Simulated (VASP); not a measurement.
Here is a VASP 6.6.1 calculation.

File INCAR:

```
SYSTEM = AlN
  PREC = Accurate
  ENCUT = 600
  EDIFF = 1E-6
  ISMEAR = 0
  SIGMA = 0.01
  LREAL = .FALSE.
  LASPH = .TRUE.
  NELM = 120
  ALGO = Normal
  ISIF = 2
  LWAVE = .FALSE.
  LCHARG = .FALSE.
  GGA = PS
  NBANDS = 11
  GGA_COMPAT = .FALSE.
```

The input KPOINTS:

```
regular mesh
0
G
  12 12 12
  0 0 0
```

POSCAR

```
AlN
1.0
    0.0000000000      2.1886889933      2.1886889933
    2.1886889933      0.0000000000      2.1886889933
    2.1886889933      2.1886889933      0.0000000000
Al N
1 1
Direct
    0.0000000000      0.0000000000      0.0000000000
    0.2500000000      0.2500000000      0.2500000000
```

Potentials or basis: VASP PAW PBE potentials, release 64 (Al, N).

Launch:

```bash
$ cat potpaw_PBE.64/Al/POTCAR potpaw_PBE.64/N/POTCAR > POTCAR
$ mpirun -np 1 vasp_std > vasp.out
```

(1) Predict the pressure.

(2) Estimate the band gap on the k mesh.

Results:

(1) -0.1 GPa.

(2) 3.18 eV (least direct gap 4.08 eV).

Caveat: the PAW data sets were made with another functional, which shifts forces and pressure a little.
